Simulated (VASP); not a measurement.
# KTaO3 (Pmmm) in VASP: further runs

Runs on KTaO3. Level: PBEsol. Tasks: single point.

Everything below comes from runs of VASP 6.6.1. Logs are shortened: lines on timing, memory, paths and dates and some standing lists are left out, and cuts for length are marked.

## 1. The cell of the first run

Symmetry: Pmmm, No. 47, orthorhombic system. Conventional cell: a = 3.388 Å, b = 3.985 Å, c = 4.424 Å, α = 90.00°, β = 90.00°, γ = 90.00°. K (site symmetry mmm) has 12 O at 2.62 to 2.98 Å and 2 K at 3.39 Å and 8 Ta at 3.43 Å within 3.5 Å. Within 2.3 Å of Ta (site symmetry mmm) lie 6 O at 1.69 to 2.21 Å. Within 2.3 Å of O (site symmetry mmm) lie 2 Ta at 1.69 Å. Within 2.8 Å of O (site symmetry mmm) lie 2 Ta at 1.99 Å and 4 O at 2.62 Å and 4 K at 2.79 Å. O (site symmetry mmm) has 2 Ta at 2.21 Å and 4 K at 2.62 Å and 8 O at 2.79 to 2.98 Å within 3.0 Å.

## 2. Single point, PBEsol (normal strain along x -0.1500, normal strain along z +0.1100)

File INCAR:

```
SYSTEM = KTaO3
PREC = Accurate
ENCUT = 520
EDIFF = 1E-7
ISMEAR = 0
SIGMA = 0.05
LREAL = .False.
LASPH = .True.
NELM = 60
ALGO = Normal
ISIF = 2
LWAVE = .False.
LCHARG = .False.
GGA = PS
NBANDS = 27
```

File KPOINTS:

```
Automatic mesh
0
Gamma
  8 8 8
  0 0 0
```

File POSCAR:

```
KTaO3
1.0
    3.3875543774      0.0000000000      0.0000000000
    0.0000000000      3.9853580911      0.0000000000
    0.0000000000      0.0000000000      4.4237474811
K Ta O
1 1 3
Direct
    0.5000000000      0.5000000000      0.5000000000
    0.0000000000      0.0000000000      0.0000000000
    0.5000000000      0.0000000000      0.0000000000
    0.0000000000      0.5000000000      0.0000000000
    0.0000000000      0.0000000000      0.5000000000
```

Potentials or basis: VASP PAW PBE potentials, release 64 (K_sv, Ta_pv, O).

Launch:

```
cat potpaw_PBE.64/K_sv/POTCAR potpaw_PBE.64/Ta_pv/POTCAR potpaw_PBE.64/O/POTCAR > POTCAR
mpirun -np 1 vasp_std > vasp.out
```

OUTCAR:

```text
SYSTEM = KTaO3
   PREC = Accurate
   ENCUT = 520
   EDIFF = 1E-7
   ISMEAR = 0
   LREAL = .False.
   LASPH = .True.
   NELM = 60
   ISIF = 2
   GGA = PS

 ion  position               nearest neighbor table
   1  0.500  0.500  0.500-   5 2.62   5 2.62   5 2.62   5 2.62   4 2.79   4 2.79   4 2.79   4 2.79
                             2 3.43   2 3.43   2 3.43   2 3.43   2 3.43   2 3.43   2 3.43   2 3.43
   2  0.000  0.000  0.000-   3 1.69   3 1.69   4 1.99   4 1.99   5 2.21   5 2.21   1 3.43   1 3.43
                             1 3.43   1 3.43   1 3.43   1 3.43   1 3.43   1 3.43
   3  0.500  0.000  0.000-   2 1.69   2 1.69
   4  0.000  0.500  0.000-   2 1.99   2 1.99   1 2.79   1 2.79   1 2.79   1 2.79
   5  0.000  0.000  0.500-   2 2.21   2 2.21   1 2.62   1 2.62   1 2.62   1 2.62

  LATTYP: Found a simple orthorhombic cell.
 ALAT       =     3.3875543774
 B/A-ratio  =     1.1764705882
 C/A-ratio  =     1.3058823529

  Lattice vectors:

 A1 = (   3.3875543774,   0.0000000000,   0.0000000000)
 A2 = (   0.0000000000,   3.9853580911,   0.0000000000)
 A3 = (   0.0000000000,   0.0000000000,   4.4237474811)

Analysis of symmetry for initial positions (statically):
=====================================================================
 Subroutine PRICEL returns:
 Original cell was already a primitive cell.

 Routine SETGRP: Setting up the symmetry group for a
 simple orthorhombic supercell.

 Subroutine GETGRP returns: Found  8 space group operations
 (whereof  8 operations were pure point group operations)
 out of a pool of  8 trial point group operations.

The static configuration has the point symmetry D_2h.

Analysis of symmetry for dynamics (positions and initial velocities):
=====================================================================
 Subroutine PRICEL returns:
 Original cell was already a primitive cell.

 Routine SETGRP: Setting up the symmetry group for a
 simple orthorhombic supercell.

 Subroutine GETGRP returns: Found  8 space group operations
 (whereof  8 operations were pure point group operations)
 out of a pool of  8 trial point group operations.

The dynamic configuration has the point symmetry D_2h.

 Subroutine INISYM returns: Found  8 space group operations
 (whereof  8 operations are pure point group operations),
 and found     1 'primitive' translations

----------------------------------------------------------------------------------------

                                     Primitive cell

  volume of cell :      59.7233

  direct lattice vectors                    reciprocal lattice vectors
     3.387554377  0.000000000  0.000000000     0.295198213  0.000000000  0.000000000
     0.000000000  3.985358091  0.000000000     0.000000000  0.250918481  0.000000000
     0.000000000  0.000000000  4.423747481     0.000000000  0.000000000  0.226052686

  length of vectors
     3.387554377  3.985358091  4.423747481     0.295198213  0.250918481  0.226052686

  position of ions in fractional coordinates (direct lattice)
     0.500000000  0.500000000  0.500000000
     0.000000000  0.000000000  0.000000000
     0.500000000  0.000000000  0.000000000
     0.000000000  0.500000000  0.000000000
     0.000000000  0.000000000  0.500000000

  ion indices of the primitive-cell ions
   primitive index   ion index
                 1           1
                 2           2
                 3           3
                 4           4
                 5           5

----------------------------------------------------------------------------------------

 KPOINTS: Automatic mesh

Automatic generation of k-mesh.
 Grid dimensions read from file:
 generate k-points for:    8    8    8

 Generating k-lattice:

  Cartesian coordinates                     Fractional coordinates (reciprocal lattice)
     0.036899777  0.000000000  0.000000000     0.125000000  0.000000000  0.000000000
     0.000000000  0.031364810  0.000000000     0.000000000  0.125000000  0.000000000
     0.000000000  0.000000000  0.028256586     0.000000000  0.000000000  0.125000000

  Length of vectors
     0.036899777  0.031364810  0.028256586

  Shift w.r.t. Gamma in fractional coordinates (k-lattice)
     0.000000000  0.000000000  0.000000000

 Subroutine IBZKPT returns following result:
 ===========================================

 Found    125 irreducible k-points:

 Following reciprocal coordinates:
            Coordinates               Weight
  0.000000  0.000000  0.000000      1.000000
  0.125000  0.000000  0.000000      2.000000
  0.250000  0.000000  0.000000      2.000000
  0.375000  0.000000  0.000000      2.000000
  0.500000  0.000000  0.000000      1.000000
  0.000000  0.125000  0.000000      2.000000
[... 16 lines left out ...]
  0.250000  0.500000  0.000000      2.000000
  0.375000  0.500000  0.000000      2.000000
 [... further k-points ...]
   k-points           NKPTS =    125   k-points in BZ     NKDIM =    125   number of bands    NBANDS=     27
   number of dos      NEDOS =    301   number of ions     NIONS =      5
   total plane-waves  NPLWV =  30240
   dimension x,y,z NGX =    28 NGY =   30 NGZ =   36
   dimension x,y,z NGXF=    56 NGYF=   60 NGZF=   72
   ions per type =               1   1   3
   NGX,Y,Z   is equivalent  to a cutoff of  13.74, 12.51, 13.53 a.u.
   NGXF,Y,Z  is equivalent  to a cutoff of  27.48, 25.03, 27.06 a.u.
 SYSTEM =  KTaO3
   PREC   = accura    normal or accurate (medium, high low for compatibility)
   ISTART =      0    job   : 0-new  1-cont  2-samecut
   ICHARG =      2    charge: 1-file 2-atom 10-const
   ISPIN  =      1    spin polarized calculation?
   LNONCOLLINEAR =      F non collinear calculations
   LSORBIT =      F    spin-orbit coupling
   LASPH  =      T    aspherical Exc in radial PAW
   ENCUT  =  520.0 eV  38.22 Ry    6.18 a.u.   6.30  7.41  8.23*2*pi/ulx,y,z
   NELM   =     60;   NELMIN=  2; NELMDL= -5     # of ELM steps
   EDIFF  = 0.1E-06   stopping-criterion for ELM
   LREAL  =      F    real-space projection
   EDIFFG = 0.1E-05   stopping-criterion for IOM
   NSW    =      0    number of steps for IOM
   IBRION =     -1    ionic relax: 0-MD 1-quasi-New 2-CG
   NFREE  =      0    steps in history (QN), initial steepest desc. (CG)
   ISIF   =      2    stress and relaxation
   ISYM   =      2    0-nonsym 1-usesym 2-fastsym
   POTIM  = 0.5000    time-step for ionic-motion
   TEBEG  =    0.0;   TEEND  =   0.0 temperature during run
   PSTRESS=    0.0 pullay stress
   NELECT =      38.0000    total number of electrons
   NUPDOWN=      -1.0000    fix difference up-down
   EMIN   =  10.00;   EMAX   =-10.00  energy-range for DOS
   EFERMI =   0.00;   METHOD = LEGACY
   ISMEAR =     0;   SIGMA  =   0.05  broadening in eV -4-tet -1-fermi 0-gaus
   EFERMI_NEDOS =   21; number of points for ismear=-14 and -15
   IALGO  =     38    algorithm
   IMIX   =      4    mixing-type and parameters
     AMIX     =   0.40;   BMIX     =  1.00
     AMIX_MAG =   1.60;   BMIX_MAG =  1.00
  volume/ion in A,a.u.               =      11.94        80.61
  Fermi-wavevector in a.u.,A,eV,Ry     =   1.408061  2.660849 26.975386  1.982635
  Thomas-Fermi vector in A             =   2.530257
   LORBIT       =      0    0 simple, 1 ext, 2 COOP (PROOUT), +10 PAW based schemes
   GGA     = PS    functional components
   LHFCALC =     F    Hartree Fock is set to
   AEXX    =    0.0000 exact exchange contribution
   IVDW    =     0    specifies the selected vdW correction
   LEPSILON=     F    determine dielectric tensor
   LRPA    =     F    only Hartree local field effects (RPA)
 non-spin polarized calculation
 Gauss-broadening in eV      SIGMA  =   0.05
  energy-cutoff  :      520.00
  volume of cell :       59.72
 maximum number of plane-waves:      1628
 NGX is ok and might be reduce to    28
   NGX = 13   NGY = 15   NGZ = 17

 number of electron      37.9999982 magnetization

 Free energy of the ion-electron system (eV)
  ---------------------------------------------------
  ext. energy  EPLUGINS =         0.00000000
  ---------------------------------------------------
  free energy    TOTEN  =       -39.00769656 eV

  energy without entropy =      -39.00769656  energy(sigma->0) =      -39.00769656

 E-fermi :   2.6531     XC(G=0): -11.4371

 val. band max:        2.3566489912   @ k =   0.0000   0.0000   0.0000
 cond. band min:       3.9539346181   @ k =   0.0000   0.0000   0.0000
 fundamental gap:      1.5972856269
 Fermi energy:         2.6530521806

 k-point     1 :       0.0000    0.0000    0.0000
  band No.  band energies     occupation
      1     -32.4931      2.00000
      2     -31.6274      2.00000
      3     -31.5640      2.00000
      4     -24.8513      2.00000
      5     -17.7129      2.00000
      6     -14.9509      2.00000
[... 19 lines left out ...]
     26      11.0461      0.00000
     27      12.1568      0.00000

 k-point     2 :       0.1250    0.0000    0.0000
  band No.  band energies     occupation
      1     -32.5849      2.00000
      2     -31.6223      2.00000
      3     -31.5588      2.00000
      4     -24.8354      2.00000
      5     -17.2577      2.00000
      6     -14.9484      2.00000
[... 19 lines left out ...]
     26      11.3780      0.00000
     27      12.5976      0.00000

 k-point     3 :       0.2500    0.0000    0.0000
  band No.  band energies     occupation
      1     -32.7966      2.00000
      2     -31.6100      2.00000
      3     -31.5462      2.00000
      4     -24.7970      2.00000
      5     -16.0218      2.00000
      6     -14.9377      2.00000
[... 19 lines left out ...]
     26      12.1266      0.00000
     27      12.7745      0.00000

 k-point     4 :       0.3750    0.0000    0.0000
  band No.  band energies     occupation
      1     -32.9957      2.00000
      2     -31.5976      2.00000
      3     -31.5336      2.00000
      4     -24.7584      2.00000
      5     -15.0051      2.00000
      6     -14.3321      2.00000
[... 19 lines left out ...]
     26      12.2912      0.00000
     27      12.8662      0.00000

 k-point     5 :       0.5000    0.0000    0.0000
  band No.  band energies     occupation
      1     -33.0750      2.00000
      2     -31.5924      2.00000
      3     -31.5284      2.00000
      4     -24.7424      2.00000
      5     -14.9871      2.00000
      6     -13.6054      2.00000
[... 19 lines left out ...]
     26      12.0878      0.00000
     27      13.2164      0.00000

 k-point     6 :       0.0000    0.1250    0.0000
  band No.  band energies     occupation
      1     -32.4926      2.00000
      2     -31.6422      2.00000
      3     -31.5634      2.00000
      4     -24.8456      2.00000
      5     -17.7113      2.00000
      6     -14.8018      2.00000
[... 444 lines left out ...]
      1     -32.4898      2.00000
      2     -31.7267      2.00000
      3     -31.5599      2.00000
      4     -24.8123      2.00000
      5     -17.7062      2.00000
      6     -13.8159      2.00000
[... 19 lines left out ...]
     26      12.3681      0.00000
     27      13.2762      0.00000

 k-point    22 :       0.1250    0.5000    0.0000
  band No.  band energies     occupation
      1     -32.5814      2.00000
      2     -31.7212      2.00000
      3     -31.5547      2.00000
      4     -24.8001      2.00000
      5     -17.2490      2.00000
      6     -13.7730      2.00000
[... 19 lines left out ...]
     26      12.4057      0.00000
     27      13.2551      0.00000

 k-point    23 :       0.2500    0.5000    0.0000
  band No.  band energies     occupation
      1     -32.7924      2.00000
      2     -31.7077      2.00000
      3     -31.5423      2.00000
      4     -24.7705      2.00000
      5     -16.0007      2.00000
      6     -13.7428      2.00000
[... 19 lines left out ...]
     26      12.5917      0.00000
     27      13.2694      0.00000

 k-point    24 :       0.3750    0.5000    0.0000
  band No.  band energies     occupation
      1     -32.9911      2.00000
      2     -31.6942      2.00000
      3     -31.5298      2.00000
      4     -24.7405      2.00000
      5     -14.3749      2.00000
      6     -13.7353      2.00000
[... 19 lines left out ...]
     26      13.0954      0.00000
     27      13.4036      0.00000

 [... further k-points ...]

------------------------ aborting loop because EDIFF is reached ----------------------------------------

  FORCE on cell =-STRESS in cart. coord.  units (eV):
  Direction    XX          YY          ZZ          XY          YZ          ZX
  --------------------------------------------------------------------------------------
  -------------------------------------------------------------------------------------
  Total       50.7171422      2.9108648     -8.3306404     -0.0000000      0.0000000      0.0000000
  in kB     1360.5716060     78.0887836   -223.4832709     -0.0000000      0.0000000      0.0000000
  external PRESSURE =     405.0590396 kB  Pullay stress =       0.0000000 kB

 VOLUME and BASIS-vectors are now :
 -----------------------------------------------------------------------------
  energy-cutoff  :      520.00
  volume of cell :       59.72
      direct lattice vectors                 reciprocal lattice vectors
     3.387554377  0.000000000  0.000000000     0.295198213  0.000000000  0.000000000
     0.000000000  3.985358091  0.000000000     0.000000000  0.250918481  0.000000000
     0.000000000  0.000000000  4.423747481     0.000000000  0.000000000  0.226052686

 POSITION                                       TOTAL-FORCE (eV/Angst)
 -----------------------------------------------------------------------------------
      1.69378      1.99268      2.21187         0.000000      0.000000      0.000000
      0.00000      0.00000      0.00000         0.000000      0.000000      0.000000
      1.69378      0.00000      0.00000         0.000000      0.000000      0.000000
      0.00000      1.99268      0.00000         0.000000      0.000000      0.000000
      0.00000      0.00000      2.21187         0.000000      0.000000      0.000000
 -----------------------------------------------------------------------------------
    total drift:                                0.000000      0.000000     -0.000000

  FREE ENERGIE OF THE ION-ELECTRON SYSTEM (eV)
  ---------------------------------------------------
  free  energy   TOTEN  =       -39.0076965594 eV

  energy  without entropy=      -39.0076965594  energy(sigma->0) =      -39.00769656
```

Run time: 4.8 min. Hardware: 1 thread of Intel Xeon 8259CL, shared host; peak memory 0.32 GiB.

What came out:

* Free energy: -39.0077 eV
* Pressure: 40.5 GPa
* Band gap on the k mesh: 1.60 eV

Stress tensor (GPa, compression positive):
```
136.06   0.00   0.00
  0.00   7.81   0.00
  0.00   0.00 -22.35
```

Caveat: the cell differs from its parent crystal (normal strain along x -0.1500, normal strain along z +0.1100); the cell stands under pressure; the PAW data sets were made with another functional, which shifts forces and pressure a little; spin-orbit coupling is left out, which moves the levels of the heavy elements.

(Part 1 of 2 ends here.)
